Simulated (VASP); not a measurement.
# MgO (Periclase) (Imm2) in VASP: single point with PBE

Aim: the single point of MgO (Periclase) with PBE.

All numbers are computed with VASP 6.6.1; they aren't measurements. Logs are shortened: lines on timing, memory, paths and dates and some standing lists are left out, and cuts for length are marked.

## (1) The cell of the first run

The structure is orthorhombic, space group Imm2 (No. 44). The conventional cell has a = 2.982 Å, b = 4.217 Å, c = 2.982 Å, α = 90.00°, β = 90.00°, γ = 90.00°. Within 2.7 Å of Mg (site symmetry mm2) lie 6 O at 2.01 to 2.22 Å. Within 2.7 Å of O (site symmetry mm2) lie 6 Mg at 2.01 to 2.22 Å.

## (2) Single point, PBE

Input file INCAR:

```
SYSTEM = MgO
ALGO = Normal ; EDIFF = 1E-6
ENCUT = 520 ; GGA = PE
ISIF = 2 ; ISMEAR = 0
LASPH = .TRUE. ; LCHARG = .FALSE.
LREAL = .FALSE. ; LWAVE = .FALSE.
NBANDS = 11 ; NELM = 80
PREC = Accurate ; SIGMA = 0.01
```

Input file KPOINTS:

```
k-points
0
G
  6 6 6
  0 0 0
```

Input file POSCAR:

```
MgO
1.0
    0.0000000000      2.1085000000      2.1085000000
    2.1085000000      0.0000000000      2.1085000000
    2.1085000000      2.1085000000      0.0000000000
Mg O
1 1
Direct
    0.0000000000      0.0000000000      0.0500000000
    0.5000000000      0.5000000000      0.5000000000
```

Potentials or basis: VASP PAW PBE potentials, release 64 (Mg, O).

Started as:

```console
> cat potpaw_PBE.64/Mg/POTCAR potpaw_PBE.64/O/POTCAR > POTCAR
> mpirun -np 1 vasp_std > vasp.out
```

OUTCAR:

```text
SYSTEM = MgO
   EDIFF = 1E-6
   ENCUT = 520
   GGA = PE
   ISIF = 2
   ISMEAR = 0
   LASPH = .TRUE.
   LREAL = .FALSE.
   NELM = 80
   PREC = Accurate

 ion  position               nearest neighbor table
   1  0.000  0.000  0.050-   2 2.01   2 2.01   2 2.11   2 2.11   2 2.22   2 2.22
   2  0.500  0.500  0.500-   1 2.01   1 2.01   1 2.11   1 2.11   1 2.22   1 2.22

  LATTYP: Found a face centered cubic cell.
 ALAT       =     4.2170000000

  Lattice vectors:

 A1 = (   0.0000000000,   2.1085000000,   2.1085000000)
 A2 = (   2.1085000000,   0.0000000000,   2.1085000000)
 A3 = (   2.1085000000,   2.1085000000,   0.0000000000)

Analysis of symmetry for initial positions (statically):
=====================================================================
 Subroutine PRICEL returns:
 Original cell was already a primitive cell.

 Routine SETGRP: Setting up the symmetry group for a
 face centered cubic supercell.

 Subroutine GETGRP returns: Found  4 space group operations
 (whereof  4 operations were pure point group operations)
 out of a pool of 48 trial point group operations.

The static configuration has the point symmetry C_2v.

Analysis of symmetry for dynamics (positions and initial velocities):
=====================================================================
 Subroutine PRICEL returns:
 Original cell was already a primitive cell.

 Routine SETGRP: Setting up the symmetry group for a
 face centered cubic supercell.

 Subroutine GETGRP returns: Found  4 space group operations
 (whereof  4 operations were pure point group operations)
 out of a pool of 48 trial point group operations.

The dynamic configuration has the point symmetry C_2v.

 Subroutine INISYM returns: Found  4 space group operations
 (whereof  4 operations are pure point group operations),
 and found     1 'primitive' translations

----------------------------------------------------------------------------------------

                                     Primitive cell

  volume of cell :      18.7478

  direct lattice vectors                    reciprocal lattice vectors
     0.000000000  2.108500000  2.108500000    -0.237135404  0.237135404  0.237135404
     2.108500000  0.000000000  2.108500000     0.237135404 -0.237135404  0.237135404
     2.108500000  2.108500000  0.000000000     0.237135404  0.237135404 -0.237135404

  length of vectors
     2.981869296  2.981869296  2.981869296     0.410730569  0.410730569  0.410730569

  position of ions in fractional coordinates (direct lattice)
     0.000000000  0.000000000  0.050000000
     0.500000000  0.500000000  0.500000000

  ion indices of the primitive-cell ions
   primitive index   ion index
                 1           1
                 2           2

----------------------------------------------------------------------------------------

 KPOINTS: k-points

Automatic generation of k-mesh.
 Grid dimensions read from file:
 generate k-points for:    6    6    6

 Generating k-lattice:

  Cartesian coordinates                     Fractional coordinates (reciprocal lattice)
    -0.039522567  0.039522567  0.039522567     0.166666667  0.000000000  0.000000000
     0.039522567 -0.039522567  0.039522567     0.000000000  0.166666667  0.000000000
     0.039522567  0.039522567 -0.039522567     0.000000000  0.000000000  0.166666667

  Length of vectors
     0.068455095  0.068455095  0.068455095

  Shift w.r.t. Gamma in fractional coordinates (k-lattice)
     0.000000000  0.000000000  0.000000000

 Subroutine IBZKPT returns following result:
 ===========================================

 Found     46 irreducible k-points:

 Following reciprocal coordinates:
            Coordinates               Weight
  0.000000  0.000000  0.000000      1.000000
  0.166667  0.000000  0.000000      4.000000
  0.000000  0.000000  0.166667      4.000000
  0.333333  0.000000  0.000000      4.000000
  0.000000  0.000000  0.333333      4.000000
  0.500000  0.000000  0.000000      2.000000
[... 16 lines left out ...]
  0.000000 -0.166667  0.166667      8.000000
  0.166667  0.166667  0.333333      2.000000
 [... further k-points ...]
   k-points           NKPTS =     46   k-points in BZ     NKDIM =     46   number of bands    NBANDS=     11
   number of dos      NEDOS =    301   number of ions     NIONS =      2
   total plane-waves  NPLWV =  13824
   dimension x,y,z NGX =    24 NGY =   24 NGZ =   24
   dimension x,y,z NGXF=    48 NGYF=   48 NGZF=   48
   ions per type =               1   1
   NGX,Y,Z   is equivalent  to a cutoff of  13.38, 13.38, 13.38 a.u.
   NGXF,Y,Z  is equivalent  to a cutoff of  26.76, 26.76, 26.76 a.u.
 SYSTEM =  MgO
   PREC   = accura    normal or accurate (medium, high low for compatibility)
   ISTART =      0    job   : 0-new  1-cont  2-samecut
   ICHARG =      2    charge: 1-file 2-atom 10-const
   ISPIN  =      1    spin polarized calculation?
   LNONCOLLINEAR =      F non collinear calculations
   LSORBIT =      F    spin-orbit coupling
   LASPH  =      T    aspherical Exc in radial PAW
   ENCUT  =  520.0 eV  38.22 Ry    6.18 a.u.   5.54  5.54  5.54*2*pi/ulx,y,z
   NELM   =     80;   NELMIN=  2; NELMDL= -5     # of ELM steps
   EDIFF  = 0.1E-05   stopping-criterion for ELM
   LREAL  =      F    real-space projection
   EDIFFG = 0.1E-04   stopping-criterion for IOM
   NSW    =      0    number of steps for IOM
   IBRION =     -1    ionic relax: 0-MD 1-quasi-New 2-CG
   NFREE  =      0    steps in history (QN), initial steepest desc. (CG)
   ISIF   =      2    stress and relaxation
   ISYM   =      2    0-nonsym 1-usesym 2-fastsym
   POTIM  = 0.5000    time-step for ionic-motion
   TEBEG  =    0.0;   TEEND  =   0.0 temperature during run
   PSTRESS=    0.0 pullay stress
   NELECT =       8.0000    total number of electrons
   NUPDOWN=      -1.0000    fix difference up-down
   EMIN   =  10.00;   EMAX   =-10.00  energy-range for DOS
   EFERMI =   0.00;   METHOD = LEGACY
   ISMEAR =     0;   SIGMA  =   0.01  broadening in eV -4-tet -1-fermi 0-gaus
   EFERMI_NEDOS =   21; number of points for ismear=-14 and -15
   IALGO  =     38    algorithm
   IMIX   =      4    mixing-type and parameters
     AMIX     =   0.40;   BMIX     =  1.00
     AMIX_MAG =   1.60;   BMIX_MAG =  1.00
  volume/ion in A,a.u.               =       9.37        63.26
  Fermi-wavevector in a.u.,A,eV,Ry     =   1.232503  2.329092 20.668107  1.519063
  Thomas-Fermi vector in A             =   2.367270
   LORBIT       =      0    0 simple, 1 ext, 2 COOP (PROOUT), +10 PAW based schemes
   GGA     = PE    functional components
   LHFCALC =     F    Hartree Fock is set to
   AEXX    =    0.0000 exact exchange contribution
   IVDW    =     0    specifies the selected vdW correction
   LEPSILON=     F    determine dielectric tensor
   LRPA    =     F    only Hartree local field effects (RPA)
 non-spin polarized calculation
 Gauss-broadening in eV      SIGMA  =   0.01
  energy-cutoff  :      520.00
  volume of cell :       18.75
 maximum number of plane-waves:       531
 NGX is ok and might be reduce to    24
   NGX = 11   NGY = 11   NGZ = 11

 number of electron       8.0000005 magnetization

 Free energy of the ion-electron system (eV)
  ---------------------------------------------------
  ext. energy  EPLUGINS =         0.00000000
  ---------------------------------------------------
  free energy    TOTEN  =       -11.84522485 eV

  energy without entropy =      -11.84522485  energy(sigma->0) =      -11.84522485

 E-fermi :   3.2034     XC(G=0): -11.0534

 val. band max:        3.1441115025   @ k =   0.0000   0.0000   0.0000
 cond. band min:       7.8264728339   @ k =   0.0000   0.0000   0.0000
 fundamental gap:      4.6823613314
 Fermi energy:         3.2033855973

 k-point     1 :       0.0000    0.0000    0.0000
  band No.  band energies     occupation
      1     -14.0947      2.00000
      2       3.1077      2.00000
      3       3.1414      2.00000
      4       3.1441      2.00000
      5       7.8265      0.00000
      6      18.9335      0.00000
      7      19.0284      0.00000
      8      19.0721      0.00000
      9      22.7957      0.00000
     10      24.6474      0.00000
     11      24.6748      0.00000

 k-point     2 :       0.1667    0.0000    0.0000
  band No.  band energies     occupation
      1     -13.8150      2.00000
      2       1.6193      2.00000
      3       2.9635      2.00000
      4       2.9914      2.00000
      5       9.2412      0.00000
      6      16.5807      0.00000
      7      19.5269      0.00000
      8      19.6003      0.00000
      9      23.3717      0.00000
     10      23.4270      0.00000
     11      25.4226      0.00000

 k-point     3 :       0.0000    0.0000    0.1667
  band No.  band energies     occupation
      1     -13.8149      2.00000
      2       1.6384      2.00000
      3       2.9380      2.00000
      4       2.9781      2.00000
      5       9.2547      0.00000
      6      16.6496      0.00000
      7      19.4863      0.00000
      8      19.5918      0.00000
      9      23.3643      0.00000
     10      23.3978      0.00000
     11      25.4293      0.00000
[... 267 lines left out ...]
 k-point    23 :       0.0000   -0.1667    0.1667
  band No.  band energies     occupation
      1     -13.4222      2.00000
      2       0.5230      2.00000
      3       2.2188      2.00000
      4       2.8349      2.00000
      5      10.7871      0.00000
      6      15.3426      0.00000
      7      18.7808      0.00000
      8      20.7596      0.00000
      9      21.5066      0.00000
     10      24.3349      0.00000
     11      27.4493      0.00000

 k-point    24 :       0.1667    0.1667    0.3333
  band No.  band energies     occupation
      1     -13.4216      2.00000
      2       0.5371      2.00000
      3       2.2139      2.00000
      4       2.7997      2.00000
      5      10.7856      0.00000
      6      15.4005      0.00000
      7      18.9129      0.00000
      8      20.7885      0.00000
      9      21.3179      0.00000
     10      24.3504      0.00000
     11      27.3676      0.00000

 [... further k-points ...]

------------------------ aborting loop because EDIFF is reached ----------------------------------------

  FORCE on cell =-STRESS in cart. coord.  units (eV):
  Direction    XX          YY          ZZ          XY          YZ          ZX
  --------------------------------------------------------------------------------------
  -------------------------------------------------------------------------------------
  Total        0.7992156      0.7992156      0.3319818     -0.0836908      0.0000000      0.0000000
  in kB       68.3004744     68.3004744     28.3709648     -7.1521669      0.0000000      0.0000000
  external PRESSURE =      54.9906378 kB  Pullay stress =       0.0000000 kB

 VOLUME and BASIS-vectors are now :
 -----------------------------------------------------------------------------
  energy-cutoff  :      520.00
  volume of cell :       18.75
      direct lattice vectors                 reciprocal lattice vectors
     0.000000000  2.108500000  2.108500000    -0.237135404  0.237135404  0.237135404
     2.108500000  0.000000000  2.108500000     0.237135404 -0.237135404  0.237135404
     2.108500000  2.108500000  0.000000000     0.237135404  0.237135404 -0.237135404

 POSITION                                       TOTAL-FORCE (eV/Angst)
 -----------------------------------------------------------------------------------
      0.10542      0.10542      0.00000        -0.593063     -0.593063     -0.000000
      2.10850      2.10850      2.10850         0.593063      0.593063      0.000000
 -----------------------------------------------------------------------------------
    total drift:                                0.000032      0.000032      0.000000

  FREE ENERGIE OF THE ION-ELECTRON SYSTEM (eV)
  ---------------------------------------------------
  free  energy   TOTEN  =       -11.8452248485 eV

  energy  without entropy=      -11.8452248485  energy(sigma->0) =      -11.84522485
```

Wall time 13 s (1 thread of Intel Xeon Platinum 8259CL at 2.50GHz (Skylake/Cascade Lake), shared host); peak memory 0.13 GiB.

Results:

- Free energy: -11.8452 eV
- Pressure: 5.5 GPa
- Largest force: 0.839 eV/Å
- Band gap on the k mesh: 4.68 eV, direct

Forces in eV/Å, atoms in the order of the input:
```
Mg  -0.593 -0.593  0.000
O    0.593  0.593  0.000
```

Stress tensor (GPa, compression positive):
```
 6.83 -0.72  0.00
-0.72  6.83  0.00
 0.00  0.00  2.84
```

Levels at points of the mesh, in eV from the valence-band top:
| k point | band 2 | band 3 | band 4 | band 5 | band 6 | band 7 |
| --- | --- | --- | --- | --- | --- | --- |
| (0.00, 0.00, 0.00) | -0.04 | 0.00 | 0.00 | 4.68 | 15.79 | 15.88 |
| (0.50, 0.00, 0.00) | -4.59 | -0.64 | -0.61 | 7.86 | 12.44 | 16.23 |
| (0.00, 0.00, 0.50) | -4.58 | -0.67 | -0.63 | 7.91 | 12.51 | 16.26 |
| (0.50, 0.50, 0.00) | -4.05 | -1.36 | -1.33 | 9.20 | 9.83 | 13.09 |
| (0.00, 0.50, 0.50) | -4.04 | -1.34 | -1.33 | 9.17 | 9.80 | 13.09 |

Caveat: the k points lie up to 0.43 Å⁻¹ apart.
